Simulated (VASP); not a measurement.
Ge, 7 atoms in the cell. The structure is trigonal, space group R-3m (No. 166). Conventional cell: a = 5.929 Å, b = 5.929 Å, c = 18.675 Å, α = 90.00°, β = 90.00°, γ = 120.00°. Ge (site symmetry m) has 7 Ge at 2.66 to 3.27 Å within 3.5 Å. Within 3.6 Å of Ge (site symmetry -3m) lie 6 Ge at 2.77 Å. The cell was generated, and may not be a known phase.

```yaml
Program: VASP 6.6.1
Task: single point
Functional: PBE
Potentials_or_basis: VASP PAW PBE potentials, release 64 (Ge_d)
Cutoff: 520 eV
k_mesh: 6 × 6 × 6
Occupations: gaussian, width 0.1 eV
Spin: no spin polarisation
Dipole_correction: no
Further_INCAR_settings: ALGO = Normal; EDIFF = 1e-06; NBANDS = 58
```

Potentials or basis: VASP PAW PBE potentials, release 64 (Ge_d).

The run is started by

```sh
$ cat potpaw_PBE.64/Ge_d/POTCAR > POTCAR
$ mpirun -np 1 vasp_std > vasp.out
```

Hardware: 1 thread of Intel(R) Xeon(R) 6975P-C (Granite Rapids), on a shared host.

**Question.** Estimate the wall time of this run.

**Answer.** Wall time 5.1 min on 1 thread of Intel(R) Xeon(R) 6975P-C (Granite Rapids), with other jobs on the host, peak memory 0.54 GiB. Counts: scf iterations 16, k points 32.
